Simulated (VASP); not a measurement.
# W (Im-3m) in VASP: settings compared

W is run at these levels: PBEsol-based global hybrid with 25 % exact exchange, r2SCAN50, HF; tasks: single point.

Everything below comes from runs of VASP 6.6.1. Logs are shortened: lines on timing, memory, paths and dates and some standing lists are left out, and cuts for length are marked.

## (1) The cell of the first run

The structure is cubic, space group Im-3m (No. 229). The conventional cell has a = 3.135 Å, b = 3.135 Å, c = 3.135 Å, α = 90.00°, β = 90.00°, γ = 90.00°. Within 3.6 Å of W (site symmetry m-3m) lie 14 W at 2.71 to 3.13 Å.

## (2) Single point, PBEsol-based global hybrid with 25 % exact exchange

Input file POSCAR:

```
W
1.0
   -1.5674498888      1.5674498888      1.5674498888
    1.5674498888     -1.5674498888      1.5674498888
    1.5674498888      1.5674498888     -1.5674498888
W
1
Direct
    0.0000000000      0.0000000000      0.0000000000
```

Input file INCAR.step1:

```
SYSTEM = W
PREC = Accurate ; ENCUT = 520
EDIFF = 1E-5 ; ISMEAR = -1
SIGMA = 0.05 ; LREAL = .FALSE.
LASPH = .TRUE. ; NELM = 100
ALGO = Normal ; ISIF = 2
LWAVE = .TRUE. ; LCHARG = .FALSE.
GGA = PE ; NBANDS = 13
```

Input file INCAR.step2:

```
SYSTEM = W
PREC = Accurate ; ENCUT = 520
EDIFF = 1E-6 ; ISMEAR = -1
SIGMA = 0.05 ; LREAL = .FALSE.
LASPH = .TRUE. ; NELM = 100
ALGO = Normal ; ISIF = 2
LWAVE = .FALSE. ; LCHARG = .FALSE.
GGA = PS ; LHFCALC = .TRUE.
AEXX = 0.25 ; PRECFOCK = Normal
ISTART = 1 ; NBANDS = 13
```

Input file KPOINTS:

```
regular mesh
0
G
  6 6 6
  0 0 0
```

Potentials or basis: VASP PAW PBE potentials, release 64 (W_sv).

Launch:

```
$ cat potpaw_PBE.64/W_sv/POTCAR > POTCAR
$ cp INCAR.step1 INCAR
$ mpirun -np 1 vasp_std > vasp.out
$ cp INCAR.step2 INCAR
$ mpirun -np 1 vasp_std > vasp.out
```

OUTCAR:

```text
SYSTEM = W
   PREC = Accurate
   ENCUT = 520
   EDIFF = 1E-6
   ISMEAR = -1
   LREAL = .FALSE.
   LASPH = .TRUE.
   NELM = 100
   ISIF = 2
   GGA = PS
   LHFCALC = .TRUE.
   AEXX = 0.25
   PRECFOCK = Normal
   ISTART = 1

 ion  position               nearest neighbor table
   1  0.000  0.000  0.000-

  LATTYP: Found a body centered cubic cell.
 ALAT       =     3.1348997776

  Lattice vectors:

 A1 = (  -1.5674498888,   1.5674498888,   1.5674498888)
 A2 = (   1.5674498888,  -1.5674498888,   1.5674498888)
 A3 = (   1.5674498888,   1.5674498888,  -1.5674498888)

Analysis of symmetry for initial positions (statically):
=====================================================================
 Subroutine PRICEL returns:
 Original cell was already a primitive cell.

 Routine SETGRP: Setting up the symmetry group for a
 body centered cubic supercell.

 Subroutine GETGRP returns: Found 48 space group operations
 (whereof 48 operations were pure point group operations)
 out of a pool of 48 trial point group operations.

The static configuration has the point symmetry O_h .

Analysis of symmetry for dynamics (positions and initial velocities):
=====================================================================
 Subroutine PRICEL returns:
 Original cell was already a primitive cell.

 Routine SETGRP: Setting up the symmetry group for a
 body centered cubic supercell.

 Subroutine GETGRP returns: Found 48 space group operations
 (whereof 48 operations were pure point group operations)
 out of a pool of 48 trial point group operations.

The dynamic configuration has the point symmetry O_h .

 Subroutine INISYM returns: Found 48 space group operations
 (whereof 48 operations are pure point group operations),
 and found     1 'primitive' translations

----------------------------------------------------------------------------------------

                                     Primitive cell

  volume of cell :      15.4043

  direct lattice vectors                    reciprocal lattice vectors
    -1.567449889  1.567449889  1.567449889     0.000000000  0.318989464  0.318989464
     1.567449889 -1.567449889  1.567449889     0.318989464  0.000000000  0.318989464
     1.567449889  1.567449889 -1.567449889     0.318989464  0.318989464  0.000000000

  length of vectors
     2.714902846  2.714902846  2.714902846     0.451119226  0.451119226  0.451119226

  position of ions in fractional coordinates (direct lattice)
     0.000000000  0.000000000  0.000000000

  ion indices of the primitive-cell ions
   primitive index   ion index
                 1           1

----------------------------------------------------------------------------------------

 KPOINTS: regular mesh

Automatic generation of k-mesh.
 Grid dimensions read from file:
 generate k-points for:    6    6    6

 Generating k-lattice:

  Cartesian coordinates                     Fractional coordinates (reciprocal lattice)
     0.000000000  0.053164911  0.053164911     0.166666667  0.000000000  0.000000000
     0.053164911  0.000000000  0.053164911     0.000000000  0.166666667  0.000000000
     0.053164911  0.053164911  0.000000000     0.000000000  0.000000000  0.166666667

  Length of vectors
     0.075186538  0.075186538  0.075186538

  Shift w.r.t. Gamma in fractional coordinates (k-lattice)
     0.000000000  0.000000000  0.000000000

 Subroutine IBZKPT returns following result:
 ===========================================

 Found     16 irreducible k-points:

 Following reciprocal coordinates:
            Coordinates               Weight
  0.000000  0.000000  0.000000      1.000000
  0.166667  0.000000  0.000000     12.000000
  0.333333  0.000000  0.000000     12.000000
  0.500000  0.000000  0.000000      6.000000
  0.166667  0.166667  0.000000     24.000000
  0.333333  0.166667 -0.000000     48.000000
[... 8 lines left out ...]
  0.500000  0.500000  0.333333     12.000000
  0.500000  0.500000  0.500000      1.000000
   k-points           NKPTS =     16   k-points in BZ     NKDIM =    216   number of bands    NBANDS=     13
   number of dos      NEDOS =    301   number of ions     NIONS =      1
   total plane-waves  NPLWV =   8000
   dimension x,y,z NGX =    20 NGY =   20 NGZ =   20
   dimension x,y,z NGXF=    40 NGYF=   40 NGZF=   40
   ions per type =               1
   NGX,Y,Z   is equivalent  to a cutoff of  12.25, 12.25, 12.25 a.u.
   NGXF,Y,Z  is equivalent  to a cutoff of  24.49, 24.49, 24.49 a.u.
 SYSTEM =  W
   PREC   = accura    normal or accurate (medium, high low for compatibility)
   ISTART =      1    job   : 0-new  1-cont  2-samecut
   ICHARG =      0    charge: 1-file 2-atom 10-const
   ISPIN  =      1    spin polarized calculation?
   LNONCOLLINEAR =      F non collinear calculations
   LSORBIT =      F    spin-orbit coupling
   LASPH  =      T    aspherical Exc in radial PAW
   ENCUT  =  520.0 eV  38.22 Ry    6.18 a.u.   5.05  5.05  5.05*2*pi/ulx,y,z
   NELM   =    100;   NELMIN=  2; NELMDL=  0     # of ELM steps
   EDIFF  = 0.1E-05   stopping-criterion for ELM
   LREAL  =      F    real-space projection
   EDIFFG = 0.1E-04   stopping-criterion for IOM
   NSW    =      0    number of steps for IOM
   IBRION =     -1    ionic relax: 0-MD 1-quasi-New 2-CG
   NFREE  =      0    steps in history (QN), initial steepest desc. (CG)
   ISIF   =      2    stress and relaxation
   ISYM   =      3    0-nonsym 1-usesym 2-fastsym
   POTIM  = 0.5000    time-step for ionic-motion
   TEBEG  =    0.0;   TEEND  =   0.0 temperature during run
   PSTRESS=    0.0 pullay stress
   NELECT =      14.0000    total number of electrons
   NUPDOWN=      -1.0000    fix difference up-down
   EMIN   =  10.00;   EMAX   =-10.00  energy-range for DOS
   EFERMI =   0.00;   METHOD = LEGACY
   ISMEAR =    -1;   SIGMA  =   0.05  broadening in eV -4-tet -1-fermi 0-gaus
   EFERMI_NEDOS =   21; number of points for ismear=-14 and -15
   IALGO  =     38    algorithm
   IMIX   =      1    mixing-type and parameters
     AMIX     =   0.40;   BMIX     =  1.00
     AMIX_MAG =   1.60;   BMIX_MAG =  1.00
  volume/ion in A,a.u.               =      15.40       103.95
  Fermi-wavevector in a.u.,A,eV,Ry     =   1.585759  2.996650 34.213639  2.514632
  Thomas-Fermi vector in A             =   2.685174
   LORBIT       =      0    0 simple, 1 ext, 2 COOP (PROOUT), +10 PAW based schemes
   GGA     = PS    functional components
   LHFCALC =     T    Hartree Fock is set to
   PRECFOCK=normal    Normal, Fast or Accurate (Low or Medium for compatibility)
   ENCUT4O =  -1.0   cutoff for four orbital integrals eV
   NKREDX  =     1    reduce k-point grid by
   NKREDY  =     1    reduce k-point grid by
   NKREDZ  =     1    reduce k-point grid by
   AEXX    =    0.2500 exact exchange contribution
   HFSCREEN=    0.0000 screening length (either q_TF or 0.3 A-1)
   HFSCREENC=   0.0000 screening length for correlation (either q_TF or 0.3 A-1)
   ENCUTFOCK=  -1.0 apply spherical cutoff to Coloumb kernel
   IVDW    =     0    specifies the selected vdW correction
   LEPSILON=     F    determine dielectric tensor
   LRPA    =     F    only Hartree local field effects (RPA)
 non-spin polarized calculation
  energy-cutoff  :      520.00
  volume of cell :       15.40
 maximum number of plane-waves:       430
  NGX = 16; NGY = 16; NGZ = 16

 number of electron      14.0000004 magnetization

 Free energy of the ion-electron system (eV)
  ---------------------------------------------------
  ext. energy  EPLUGINS =         0.00000000
  ---------------------------------------------------
  free energy    TOTEN  =       -16.85737863 eV

  energy without entropy =      -16.85737722  energy(sigma->0) =      -16.85737793

 E-fermi :  11.7846     XC(G=0): -10.8934

 val. band max:       11.2038661592   @ k =   0.1667   0.0000   0.0000
 cond. band min:      12.3381362284   @ k =   0.5000   0.0000   0.0000
 fundamental gap:      1.1342700692
 Fermi energy:        11.7846129000

 k-point     1 :       0.0000    0.0000    0.0000
  band No.  band energies     occupation
      1     -67.0526      2.00000
      2     -29.0041      2.00000
      3     -29.0041      2.00000
      4     -29.0041      2.00000
      5       0.0668      2.00000
      6       9.5677      2.00000
      7       9.5677      2.00000
      8       9.5677      2.00000
      9      15.0577      0.00000
     10      15.0577      0.00000
     11      27.5000      0.00000
     12      27.5000      0.00000
     13      27.5000      0.00000

 k-point     2 :       0.1667    0.0000    0.0000
  band No.  band energies     occupation
      1     -67.0077      2.00000
      2     -29.4429      2.00000
      3     -29.1371      2.00000
      4     -29.0018      2.00000
      5       1.4999      2.00000
      6       8.7401      2.00000
      7       9.2716      2.00000
      8      11.2039      1.99998
      9      14.1246      0.00000
     10      15.0622      0.00000
     11      28.3980      0.00000
     12      29.8794      0.00000
     13      30.2584      0.00000

 k-point     3 :       0.3333    0.0000    0.0000
  band No.  band energies     occupation
      1     -66.9169      2.00000
      2     -30.2624      2.00000
      3     -29.3936      2.00000
      4     -28.9983      2.00000
      5       3.6886      2.00000
      6       7.3952      2.00000
      7       9.3973      2.00000
      8      14.6743      0.00000
      9      15.5015      0.00000
     10      15.9386      0.00000
     11      26.3551      0.00000
     12      27.8013      0.00000
     13      35.0785      0.00000
[... 177 lines left out ...]
 k-point    15 :       0.5000    0.5000    0.3333
  band No.  band energies     occupation
      1     -66.7710      2.00000
      2     -30.2462      2.00000
      3     -29.9672      2.00000
      4     -29.8495      2.00000
      5       5.1505      2.00000
      6       5.4951      2.00000
      7      13.5389      0.00000
      8      13.8506      0.00000
      9      18.3630      0.00000
     10      20.9433      0.00000
     11      22.9746      0.00000
     12      25.2407      0.00000
     13      33.4656      0.00000

 k-point    16 :       0.5000    0.5000    0.5000
  band No.  band energies     occupation
      1     -66.7375      2.00000
      2     -30.1087      2.00000
      3     -30.1087      2.00000
      4     -30.1087      2.00000
      5       4.3375      2.00000
      6       4.3375      2.00000
      7      18.1099      0.00000
      8      18.1099      0.00000
      9      18.1099      0.00000
     10      21.1792      0.00000
     11      21.1792      0.00000
     12      21.1792      0.00000
     13      30.0352      0.00000

------------------------ aborting loop because EDIFF is reached ----------------------------------------

  FORCE on cell =-STRESS in cart. coord.  units (eV):
  Direction    XX          YY          ZZ          XY          YZ          ZX
  --------------------------------------------------------------------------------------
  -------------------------------------------------------------------------------------
  Total       -0.0463322     -0.0463322     -0.0463322     -0.0000000      0.0000000     -0.0000000
  in kB       -4.8189488     -4.8189488     -4.8189488     -0.0000000      0.0000000     -0.0000000
  external PRESSURE =      -4.8189488 kB  Pullay stress =       0.0000000 kB

 VOLUME and BASIS-vectors are now :
 -----------------------------------------------------------------------------
  energy-cutoff  :      520.00
  volume of cell :       15.40
      direct lattice vectors                 reciprocal lattice vectors
    -1.567449889  1.567449889  1.567449889     0.000000000  0.318989464  0.318989464
     1.567449889 -1.567449889  1.567449889     0.318989464  0.000000000  0.318989464
     1.567449889  1.567449889 -1.567449889     0.318989464  0.318989464  0.000000000

 POSITION                                       TOTAL-FORCE (eV/Angst)
 -----------------------------------------------------------------------------------
      0.00000      0.00000      0.00000         0.000000      0.000000      0.000000
 -----------------------------------------------------------------------------------
    total drift:                               -0.000000     -0.000000     -0.000000

  FREE ENERGIE OF THE ION-ELECTRON SYSTEM (eV)
  ---------------------------------------------------
  free  energy   TOTEN  =       -16.8573786281 eV

  energy  without entropy=      -16.8573772242  energy(sigma->0) =      -16.85737793
```

It used 1200 s of CPU time on 1 thread of AMD EPYC 7R13 Processor (Zen 3), on a shared host.

Results:

```yaml
Free_energy: -16.8574 eV
Pressure: -0.5 GPa
Band_gap_on_the_k_mesh: zero (bands 7 and 8 overlap by 8.54 eV)
```

Caveat: the k points lie up to 0.47 Å⁻¹ apart, too coarse for converged energies and pressures of a metal; the PAW data sets were made with another functional, which shifts forces and pressure a little; spin-orbit coupling is left out, which moves the levels of the heavy elements.

## (3) Single point, r2SCAN50

This run uses another cell than the first one, of 15.85 Å³/atom.

Input file POSCAR:

```
W
1.0
   -1.5823450000      1.5823450000      1.5823450000
    1.5823450000     -1.5823450000      1.5823450000
    1.5823450000      1.5823450000     -1.5823450000
W
1
Direct
    0.0000000000      0.0000000000      0.0000000000
```

Input file INCAR.step1:

```
SYSTEM = W
ALGO = Normal
EDIFF = 1E-5
ENCUT = 520
GGA = PE
ISIF = 2
ISMEAR = -1
LASPH = .True.
LCHARG = .False.
LREAL = .False.
LWAVE = .True.
NBANDS = 13
NELM = 60
PREC = Accurate
SIGMA = 0.05
```

Input file INCAR.step2:

```
SYSTEM = W
AEXX = 0.5
ALGO = Normal
EDIFF = 1E-6
ENCUT = 520
ISIF = 2
ISMEAR = -1
ISTART = 1
LASPH = .True.
LCHARG = .False.
LHFCALC = .True.
LMIXTAU = .True.
LREAL = .False.
LWAVE = .False.
METAGGA = R2SCAN
NBANDS = 13
NELM = 60
PREC = Accurate
PRECFOCK = Normal
SIGMA = 0.05
```

Input file KPOINTS:

```
k-points
0
Gamma
  6 6 6
  0 0 0
```

Potentials or basis: VASP PAW PBE potentials, release 64 (W_sv).

Launch:

```
$ cat potpaw_PBE.64/W_sv/POTCAR > POTCAR
$ cp INCAR.step1 INCAR
$ mpirun -np 1 vasp_std > vasp.out
$ cp INCAR.step2 INCAR
$ mpirun -np 1 vasp_std > vasp.out
```

Wall time 16 min (1 thread of AMD EPYC 7R13 (Zen 3), shared host); peak memory 0.11 GiB.

It converged, with:

* Free energy: -39.7789 eV
* Pressure: -11.8 GPa
* Band gap on the k mesh: zero (bands 7 and 8 overlap by 10.24 eV)

Levels at points of the mesh, in eV from the Fermi level:
```
           k point  band 5  band 6  band 7  band 8  band 9  band 10
(0.00, 0.00, 0.00)  -13.11   -2.62   -2.62   -2.62    4.95     4.95
(0.50, 0.00, 0.00)   -8.87   -5.62    0.61    4.72    5.91     8.68
(0.50, 0.50, 0.50)   -7.93   -7.93    7.62    7.62    7.62    10.63
```

Caveat: the k points lie up to 0.47 Å⁻¹ apart, too coarse for converged energies and pressures of a metal; the PAW data sets were made with another functional, which shifts forces and pressure a little; spin-orbit coupling is left out, which moves the levels of the heavy elements.

## (4) Single point, HF

This run uses another cell than the first one, of 15.85 Å³/atom.

POSCAR is that of step 3.

Input file INCAR.step1:

```
  PREC = Accurate
  ENCUT = 520
  EDIFF = 1E-5
  ISMEAR = -1
  SIGMA = 0.05
  LREAL = F
  LASPH = T
  NELM = 60
  ALGO = Normal
  ISIF = 2
  LWAVE = T
  LCHARG = F
  GGA = PE
  NBANDS = 13
```

Input file INCAR.step2:

```
  PREC = Accurate
  ENCUT = 520
  EDIFF = 1E-7
  ISMEAR = -1
  SIGMA = 0.05
  LREAL = F
  LASPH = T
  NELM = 60
  ALGO = Normal
  ISIF = 2
  LWAVE = F
  LCHARG = F
  GGA = PE
  LHFCALC = T
  AEXX = 1.0
  ALDAC = 0.0
  AGGAC = 0.0
  PRECFOCK = Normal
  ISTART = 1
  NBANDS = 13
```

Input file KPOINTS:

```
regular mesh
0
Gamma
  6 6 6
```

Launch:

```
$ cat potpaw_PBE.64/W_sv/POTCAR > POTCAR
$ cp INCAR.step1 INCAR
$ mpirun -np 1 vasp_std > vasp.out
$ cp INCAR.step2 INCAR
$ mpirun -np 1 vasp_std > vasp.out
```

Run time: 16 min. Hardware: 1 thread of AMD EPYC 7R13 (Zen 3), shared host; peak memory 0.11 GiB.

It converged, with:

| Quantity | Value |
| --- | --- |
| Free energy | -23.4376 eV |
| Pressure | 3.5 GPa |
| Band gap on the k mesh | zero (bands 7 and 8 overlap by 13.86 eV) |

Levels at points of the mesh, in eV from the Fermi level:
```csv
k point,band 5,band 6,band 7,band 8,band 9,band 10
"(0.00, 0.00, 0.00)",-16.30,-4.09,-4.09,-4.09,7.58,7.58
"(0.50, 0.00, 0.00)",-11.30,-7.66,0.39,7.20,8.61,10.88
"(0.50, 0.50, 0.50)",-9.77,-9.77,9.78,9.78,9.78,12.72
```

Caveat: the k points lie up to 0.47 Å⁻¹ apart, too coarse for converged energies and pressures of a metal; the PAW data sets were made with another functional, which shifts forces and pressure a little; spin-orbit coupling is left out, which moves the levels of the heavy elements.

## (5) The runs side by side

| level | cell | share of exact exchange | gap on the mesh (eV) | pressure (GPa) |
| --- | --- | --- | --- | --- |
| PBEsol-based global hybrid with 25 % exact exchange | a = 2.715 Å, angles 109.5°, 1 atom | 0.25 | none | -0.5 |
| r2SCAN50 | a = 2.741 Å, angles 109.5°, 1 atom | 0.5 | none | -11.8 |
| HF | a = 2.741 Å, angles 109.5°, 1 atom | 1 | none | 3.5 |

Alike in all rows: task single point; potentials or basis VASP PAW PBE potentials, release 64 (W_sv); no spin polarisation; k mesh 6 × 6 × 6; cutoff (eV) 520; smearing fermi-dirac 0.05 eV.

Caveats: all runs use coarse meshes; the PAW data sets were made with another functional, which shifts forces and pressure a little; spin-orbit coupling is left out, which moves the levels of the heavy elements.

Total energies depend on the potentials used, so only differences within one code and one set of settings carry meaning.
